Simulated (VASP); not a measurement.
Al, 4 atoms in the cell. It takes space group P6_3/mmc (No. 194, hexagonal). The conventional cell has a = 2.827 Å, b = 2.827 Å, c = 9.186 Å, α = 90.00°, β = 90.00°, γ = 120.00°. Al (site symmetry -3m) has 12 Al at 2.82 to 2.83 Å within 3.7 Å. Within 3.7 Å of Al (site symmetry -6m2) lie 12 Al at 2.82 to 2.83 Å. 

| Item | Value |
| --- | --- |
| Program | VASP 6.6.1 |
| Task | relaxation of cell and atoms |
| Functional | PBEsol |
| Potentials or basis | VASP PAW PBE potentials, release 64 (Al) |
| Cutoff | 600 eV |
| k mesh | 9 × 9 × 3 |
| Occupations | fermi-dirac, width 0.1 eV |
| Spin | no spin polarisation |
| Dipole correction | no |
| Further INCAR settings | ALGO = Normal; EDIFF = 1e-07; IBRION = 2; EDIFFG = -0.02; NSW = 80; ISIF = 3 |

Potentials or basis: VASP PAW PBE potentials, release 64 (Al).

Command:

```console
$ cat potpaw_PBE.64/Al/POTCAR > POTCAR
$ mpirun -np 1 vasp_std > vasp.out
```

Hardware: 1 thread of AMD EPYC 9R45 (Zen 5), on a shared host.

Q: Estimate the wall time of this run.

A: It took 41 s on 1 thread of AMD EPYC 9R45 (Zen 5), on a shared host, peak memory 0.16 GiB. Counts: scf iterations 28, k points 24, ion steps 4.
